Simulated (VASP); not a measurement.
Crystal: B.

```
CELL_PARAMETERS angstrom
0.00000 1.48125 1.48125
1.48125 0.00000 1.48125
1.48125 1.48125 0.00000
ATOMIC_POSITIONS crystal
B 0.00000 0.00000 0.00000
```

| Quantity | Value |
| --- | --- |
| Program | VASP 6.6.1 |
| Task | relaxation of cell and atoms |
| Functional | PBE |
| Potentials or basis | VASP PAW PBE potentials, release 64 (B) |
| Cutoff | 600 eV |
| k mesh | 23 × 23 × 23 |
| Occupations | fermi-dirac, width 0.08 eV |
| Spin | no spin polarisation |

At the start: pressure -22.3 GPa; volume 6.50 Å³/atom.

Question: Where does the relaxation end?

Answer: Over 3 steps the energy falls by 46.1 meV/atom and the volume is 5.89 Å³/atom (-9.4 %); space group Fm-3m (No. 225, to 0.05 Å).

Step by step:
```
step  energy change (eV)  largest force (eV/Å)  pressure (GPa)  volume (Å³)
   1              0.0000                0.0000          -22.25         6.50
   2             -0.0400                0.0000           10.07         5.69
   3             -0.0461                0.0000            0.05         5.89
```

Final structure:
```yaml
crystal:
  lattice:
    - [0.00000, 1.43309, 1.43309]
    - [1.43309, 0.00000, 1.43309]
    - [1.43309, 1.43309, 0.00000]
  atoms:
    - { symbol: B, position: [0.00000, 0.00000, 0.00000] }
```
